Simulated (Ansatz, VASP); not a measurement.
# GaN: VASP beside Ansatz

INCAR

```
ALGO     = Normal         # electronic algorithm
EDIFF    = 1E-6           # SCF threshold, eV
ENCUT    = 520            # plane-wave cutoff, eV
GGA      = PS             # functional
ISIF     = 2              # what is computed and relaxed
ISMEAR   = 0              # smearing method
LASPH    = True           # aspherical terms in the spheres
LCHARG   = False          # write CHGCAR
LREAL    = False          # projectors in reciprocal space
LWAVE    = False          # write WAVECAR
NBANDS   = 26             # bands
NELM     = 80             # most SCF steps
PREC     = Accurate       # precision mode
SIGMA    = 0.05           # smearing width, eV
```

Contents of KPOINTS:

```
k-points
0
Gamma
  8 8 6
```

Contents of POSCAR:

```
GaN
1.0
    0.0000000000     -2.2490913701     -2.1890406305
    0.0000000000      2.2490913701     -2.1890406305
    4.3780812609      0.0000000000      0.0000000000
Ga N
2 2
Direct
    0.5000000000      0.5000000000      0.5000000000
    0.0000000000      0.0000000000      0.0000000000
    0.0000000000      0.5000000000      0.2500000000
    0.5000000000      0.0000000000      0.7500000000
```

Input for Ansatz:

```yaml
crystal:
  lattice:
    - [0.0, -2.2490913701, -2.1890406305]
    - [0.0, 2.2490913701, -2.1890406305]
    - [4.3780812609, 0.0, 0.0]
  atoms:
    - { symbol: Ga, position: [0.5, 0.5, 0.5] }
    - { symbol: Ga, position: [0.0, 0.0, 0.0] }
    - { symbol: "N", position: [0.0, 0.5, 0.25] }
    - { symbol: "N", position: [0.5, 0.0, 0.75] }
basis:
  ecutwfc: 520.0
kpoints:
  mp_grid: { grid: [8, 8, 6] }
hamiltonian:
  xc: pbesol
  pseudopotentials: { kind: paw, azcp: { folder: soft_1 } }
scf:
  occupations: { method: gaussian, width: 0.05 }
output:
  forces: true
  stress: true
  eigenvalues: true
```

Change from the starting cell: mode 11 frozen in at +0.000 Å, equal normal strain along x and y -0.0267.

Alike in both runs: task single point; functional PBEsol; k mesh 8 × 8 × 6; occupations gaussian, width 0.05 eV; no spin polarisation.

|  | VASP | Ansatz |
| --- | --- | --- |
| version | VASP 6.6.1 | Ansatz 0.2.0 |
| potentials or method | VASP PAW PBE potentials, release 64 (Ga_d, N), cutoff 520 eV | scalar-relativistic, plane waves, PAW |
| valence electrons in the cell | 36 | 36 |

Ansatz gave:

| Item | Value |
| --- | --- |
| gap on the k mesh at the Fermi level (eV) | 2.00 |
| least direct gap on the mesh (eV) | 2.00 |
| pressure (GPa) | 11.4 |
| traceless stress, the component that is largest in VASP (GPa) | -2.27 |

Problem. Estimate VASP's values.

Solution. gap on the k mesh at the Fermi level (eV): 2.02; least direct gap on the mesh (eV): 2.02; pressure (GPa): 11.1; traceless stress, the component that is largest in VASP (GPa): -2.30.

VASP's potentials were made for PBE, not for PBEsol, and Ansatz warns of the same on its side.
